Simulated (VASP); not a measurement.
A run of VASP 6.6.1:

Contents of INCAR:

```
SYSTEM = Be
ALGO = Normal
EDIFF = 1E-6
ENCUT = 520
GGA = PE
ISIF = 2
ISMEAR = 0
LASPH = .True.
LCHARG = .False.
LREAL = Auto
LWAVE = .False.
NBANDS = 31
NELM = 60
PREC = Accurate
SIGMA = 0.15
```

Contents of KPOINTS:

```
k-points
0
Gamma
  5 5 3
  0 0 0
```

Contents of POSCAR:

```
Be
1.0
   -2.2900000000     -3.9663960000      0.0000000000
    3.4350000000     -1.9831980000      0.0000000000
    0.0000000000      0.0000000000      7.1768600000
Be
17
Direct
    0.7458169654      0.4892025767      0.0026990912
    0.5071111065      0.2033768366      0.2306497549
    0.7531944949      0.5213293721      0.4890865922
    0.5096695930      0.3212006894      0.7404034634
    0.5192896711     -0.0362936400     -0.0169291306
    0.1766953820      0.9272140975      0.3002822962
    0.4930424460     -0.0302832020      0.4946564375
    0.2497161262      0.8355595135      0.7471468024
    0.2576754456      0.4894928007     -0.0091672403
    0.0157294147      0.3782461018      0.2447711116
    0.2501938521      0.4883068184      0.4893181698
    0.0019834801      0.3463223201      0.7525998835
    0.0268468249      0.0156483927      0.0044052692
    0.8090741737      0.8612616762      0.2404767545
   -0.0344531523      0.0452909116      0.5198156297
    0.7550984952      0.8279270900      0.7480821696
    0.4597162276      0.6606064516      0.2321421903
```

Potentials or basis: VASP PAW PBE potentials, release 64 (Be).

Launch:

```sh
$ cat potpaw_PBE.64/Be/POTCAR > POTCAR
$ mpirun -np 1 vasp_std > vasp.out
```

Hardware: 1 thread of Intel(R) Xeon(R) Platinum 8488C (Sapphire Rapids) (shared host).

Problem. Estimate the wall time of this run.

Solution. It took 3.4 min on 1 thread of Intel(R) Xeon(R) Platinum 8488C (Sapphire Rapids), with other jobs on the host, peak memory 0.27 GiB. Counts: scf iterations 13, k points 38.
